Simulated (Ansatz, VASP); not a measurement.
# One calculation of BaO, two programs

The input INCAR:

```
PREC = Accurate ; ENCUT = 600
EDIFF = 1E-6 ; ISMEAR = 0
SIGMA = 0.01 ; LREAL = False
LASPH = True ; NELM = 120
ALGO = Normal ; ISIF = 2
LWAVE = False ; LCHARG = False
GGA = CA ; NBANDS = 15
GGA_COMPAT = False
```

Contents of KPOINTS:

```
regular mesh
0
Gamma
  10 10 10
```

Contents of POSCAR:

```
BaO
1.0
    0.0000000000      2.7719426840      2.7719426840
    2.7719426840      0.0000000000      2.7719426840
    2.7719426840      2.7719426840      0.0000000000
Ba O
1 1
Direct
    0.0000000000      0.0000000000      0.0000000000
    0.5000000000      0.5000000000      0.5000000000
```

Input for Ansatz:

```yaml
crystal:
  lattice:
    - [0.0, 2.771942684, 2.771942684]
    - [2.771942684, 0.0, 2.771942684]
    - [2.771942684, 2.771942684, 0.0]
  atoms:
    - { symbol: Ba, position: [0.0, 0.0, 0.0] }
    - { symbol: O, position: [0.5, 0.5, 0.5] }
kpoints:
  mp_grid: { grid: [10, 10, 10] }
hamiltonian:
  xc: lda
scf:
  occupations: { method: fixed }
output:
  optics:
    e_range: [2, 6]
    de: 0.05
    sigma: 0.25
    scissors: 0.6
    scheme: fermi_dirac
    bands: auto
    kdotp_interpolation: "off"
  write_density: true
  write_potential: true
  elf: true
  volumetric_format: npy
```

Alike in both runs: task single point; functional LDA; k mesh 10 × 10 × 10; no spin polarisation.

|  | VASP | Ansatz |
| --- | --- | --- |
| version | VASP 6.6.1 | Ansatz 0.2.0 |
| potentials or method | VASP PAW LDA potentials, release 64 (Ba_sv, O) | plane waves, PAW |
| plane-wave cutoff (eV) | 600 | 420 |
| occupations | gaussian, width 0.01 eV | fixed |
| valence electrons in the cell | 16 | 16 |

|  | VASP | Ansatz | Ansatz less VASP |
| --- | --- | --- | --- |
| gap on the k mesh at the Fermi level (eV) | 1.84 | 1.91 | +0.077 |

LDA's correlation is that of Perdew and Zunger in VASP and of Perdew and Wang (1992) in Ansatz.

Spin-orbit coupling is off throughout.
